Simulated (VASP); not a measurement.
Write the native input for VASP 6.6.1 that does the following.

```yaml
Task: relaxation of cell and atoms
Functional: PBE
Potentials_or_basis: VASP PAW PBE potentials, release 64 (H)
Cutoff: 600 eV
k_mesh: 8 × 8 × 4
Occupations: gaussian, width 0.05 eV
Spin: no spin polarisation
Dipole_correction: no
Further_INCAR_settings: ALGO = Normal; EDIFF = 1e-07; IBRION = 2; EDIFFG = -0.01; NSW = 100; ISIF = 3
```

The structure of H lies in POSCAR:

```
H
1.0
    1.6429446110     -2.9950960777     -0.0128873416
    1.6862519186      3.0220260367      0.0040725783
   -0.0168429625      0.0201514422      6.4384778572
H
4
Direct
    0.5728355296      0.4552790711      0.9548698340
    0.4531579492      0.5496798861      0.0279280043
    0.4276248097      0.5537401726      0.4741460927
    0.5463817115      0.4413008701      0.5430560690
```

This cell differs from its parent crystal: all atoms moved at random, sigma 0.05 Å a component, cell strained at random, sigma 0.03.

These files were run (other wordings do the same):

INCAR

```
SYSTEM = H
PREC     = Accurate       ! precision mode
ENCUT    = 600            ! plane-wave cutoff, eV
EDIFF    = 1E-7           ! SCF threshold, eV
ISMEAR   = 0              ! smearing method
SIGMA    = 0.05           ! smearing width, eV
LREAL    = .FALSE.        ! projectors in reciprocal space
LASPH    = .TRUE.         ! aspherical terms in the spheres
NELM     = 100            ! most SCF steps
ALGO     = Normal         ! electronic algorithm
ISIF     = 3              ! what is computed and relaxed
LWAVE    = .FALSE.        ! write WAVECAR
LCHARG   = .FALSE.        ! write CHGCAR
GGA      = PE             ! functional
IBRION   = 2              ! ionic algorithm
NSW      = 100            ! ionic steps
EDIFFG   = -0.01          ! ionic threshold
```

KPOINTS

```
regular mesh
0
G
  8 8 4
  0 0 0
```

Potentials or basis: VASP PAW PBE potentials, release 64 (H).

Run with:

```sh
$ cat potpaw_PBE.64/H/POTCAR > POTCAR
$ mpirun -np 1 vasp_std > vasp.out
```

It gave:

```yaml
Relaxed_volume: 16.88 Å³/atom
Relaxed_cell: a = 3.378 Å, b = 3.413 Å, c = 6.739 Å, α = 89.65°, β = 90.61°, γ = 119.68°
Space_group_after_relaxing_to_0.05_Å: P1 (No. 1)
Energy_gained_by_relaxing: 30.4 meV/atom
Ionic_steps: 26
Pressure_after_relaxing: 0.0 GPa
Largest_force_after_relaxing: 0.010 eV/Å
Band_gap_on_the_k_mesh: 8.77 eV, indirect (least direct gap 8.87 eV)
```

Caveat: the cell differs from its parent crystal (all atoms moved at random, sigma 0.05 Å a component, cell strained at random, sigma 0.03).

Wall time 15 min on 1 thread of Oxide Virtual Turin-like Processor (shared host), peak memory 0.18 GiB.
